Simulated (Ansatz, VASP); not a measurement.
**Si in VASP and in Ansatz**

File POSCAR:

```
Si
1.0
   -3.4271495440      3.4271495440      1.8642241059
    3.4271495440     -3.4271495440      1.8642241059
    3.4271495440      3.4271495440     -1.8642241059
Si
4
Direct
    0.1787531995      0.1787531995      0.3575063991
    0.8212468005      0.8212468005      0.6424936010
    0.1787531995      0.8212468005      0.0000000000
    0.8212468005      0.1787531995      0.0000000000
```

INCAR.step1

```
  ALGO = Normal
  EDIFF = 1E-4
  ENCUT = 520
  GGA = PE
  ISMEAR = 0
  LASPH = True
  LCHARG = False
  LREAL = False
  LWAVE = True
  NBANDS = 16
  NELM = 80
  PREC = Accurate
  SIGMA = 0.05
```

File INCAR.step2:

```
  ALGO = Normal
  EDIFF = 1E-6
  ENCUT = 520
  ISIF = 2
  ISMEAR = 0
  ISTART = 1
  LASPH = True
  LCHARG = True
  LELF = True
  LMIXTAU = True
  LREAL = False
  LVHAR = True
  LWAVE = False
  METAGGA = R2SCAN
  NBANDS = 16
  NELM = 80
  PREC = Accurate
  SIGMA = 0.05
```

Contents of KPOINTS:

```
k-points
0
Gamma
  10 10 10
```

Input for Ansatz:

```yaml
crystal:
  lattice:
    - [-3.427149544, 3.427149544, 1.8642241059]
    - [3.427149544, -3.427149544, 1.8642241059]
    - [3.427149544, 3.427149544, -1.8642241059]
  atoms:
    - { symbol: Si, position: [0.1787531995, 0.1787531995, 0.3575063991] }
    - { symbol: Si, position: [0.8212468005, 0.8212468005, 0.642493601] }
    - { symbol: Si, position: [0.1787531995, 0.8212468005, 0.0] }
    - { symbol: Si, position: [0.8212468005, 0.1787531995, 0.0] }
basis:
  ecutwfc: 500
kpoints:
  mp_grid: { grid: [10, 10, 10] }
hamiltonian:
  xc: r2scan
scf:
  occupations: { method: gaussian, width: 0.05 }
output:
  forces: true
  stress: true
  eigenvalues: true
```

Change from the starting cell: strain +0.030 along x and y, -0.030 along z, atoms carried along.

Alike in both runs: task single point; functional r2SCAN; k mesh 10 × 10 × 10; occupations gaussian, width 0.05 eV; no spin polarisation.

|  | VASP | Ansatz |
| --- | --- | --- |
| version | VASP 6.6.1 | Ansatz 0.2.0 |
| potentials or method | VASP PAW PBE potentials, release 64 (Si), cutoff 520 eV | scalar-relativistic, plane waves, PAW |
| valence electrons in the cell | 16 | 16 |

VASP gave:

| Property | Result |
| --- | --- |
| gap on the k mesh at the Fermi level (eV) | 0.56 |
| least direct gap on the mesh (eV) | 1.37 |
| pressure (GPa) | -2.1 |
| traceless stress, the component that is largest in VASP (GPa) | 7.05 |
| rms of the force components (eV/Å) | 0.339 |

Problem. Which values does Ansatz return?

Solution. gap on the k mesh at the Fermi level (eV): 0.54; least direct gap on the mesh (eV): 1.35; pressure (GPa): -1.9; traceless stress, the component that is largest in VASP (GPa): 7.05; rms of the force components (eV/Å): 0.342.

VASP's potentials were made for PBE, not for r2SCAN. Atom by atom the forces differ by 0.003 eV/Å (rms over components). With one functional, cell and mesh, what is left measures potentials, basis and numerics.
